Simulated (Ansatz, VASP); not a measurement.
Two plane-wave programs on NbTe

Contents of POSCAR:

```
NbTe
1.0
    0.0000000000      2.9557230600      2.9557230600
    5.9114461200      2.9557230600      2.9557230600
    5.9114461200      5.9114461200      0.0000000000
Nb Te
2 2
Direct
    0.5000000000      0.5000000000      0.0000000000
    0.5000000000      0.5000000000      0.5000000000
    0.0000000000      0.0000000000      0.0000000000
    0.0000000000      0.0000000000      0.5000000000
```

Contents of INCAR.step1:

```
ALGO = Normal ; EDIFF = 1E-4
ENCUT = 520 ; GGA = PE
ISMEAR = 0 ; ISPIN = 2
LASPH = True ; LCHARG = False
LMAXMIX = 4 ; LREAL = False
LWAVE = True ; MAGMOM = 2 -2 0 0
NBANDS = 31 ; NELM = 150
PREC = Accurate ; SIGMA = 0.05
```

Contents of INCAR.step2:

```
ALGO = Normal ; EDIFF = 1E-6
ENCUT = 520 ; ISIF = 2
ISMEAR = 0 ; ISPIN = 2
ISTART = 1 ; LASPH = True
LCHARG = False ; LMAXMIX = 4
LMIXTAU = True ; LORBIT = 11
LREAL = False ; LWAVE = False
MAGMOM = 2 -2 0 0 ; METAGGA = R2SCAN
NBANDS = 31 ; NELM = 150
PREC = Accurate ; SIGMA = 0.05
```

Contents of KPOINTS:

```
k-points
0
Gamma
  10 10 5
```

Input for Ansatz:

```yaml
crystal:
  lattice:
    - [0.0, 2.95572306, 2.95572306]
    - [5.91144612, 2.95572306, 2.95572306]
    - [5.91144612, 5.91144612, 0.0]
  atoms:
    - { symbol: Nb, position: [0.5, 0.5, 0.0], spin: 2.0 }
    - { symbol: Te, position: [0.0, 0.0, 0.0] }
    - { symbol: Nb, position: [0.5, 0.5, 0.5], spin: -2.0 }
    - { symbol: Te, position: [0.0, 0.0, 0.5] }
basis:
  ecutwfc: 500
  ecutrho_ratio: 4
kpoints:
  mp_grid: { grid: [10, 10, 5] }
hamiltonian:
  xc: r2scan
scf:
  occupations: { method: gaussian, width: 0.05 }
output:
  forces: true
  stress: true
  eigenvalues: true
  populations: true
magnetization:
  spin_polarized: true
```

Alike in both runs: task single point; functional r2SCAN; k mesh 10 × 10 × 5; occupations gaussian, width 0.05 eV; collinear spin.

|  | VASP | Ansatz |
| --- | --- | --- |
| version | VASP 6.6.1 | Ansatz 0.2.0 |
| potentials or method | VASP PAW PBE potentials, release 64 (Nb_sv, Te), cutoff 520 eV | scalar-relativistic, plane waves, PAW |
| valence electrons in the cell | 38 | 58 |

Ansatz gave:

```
gap on the k mesh at the Fermi level (eV)                     : none
pressure (GPa)                                                : -1.2
net moment per atom (μB)                                      : 0.00
size of the moment on the site where the two differ most (μB) : 1.96
```

What did VASP give for the same quantities?

gap on the k mesh at the Fermi level (eV): none; pressure (GPa): -1.3; net moment per atom (μB): 0.00; size of the moment on the site where the two differ most (μB): 1.94.

VASP's potentials were made for PBE, not for r2SCAN. Site moments also hang on the region over which each program counts them. A gap of «none» marks a metal or a gap that the smearing closes. The functional is the same, so the differences come from potentials, cutoffs and numerics. VASP's potentials hold 38 valence electrons a cell and Ansatz's 58, so a difference there can come from the potentials and not from the codes. Ansatz's warnings: stability check not made.

Neither program's run includes spin-orbit coupling.
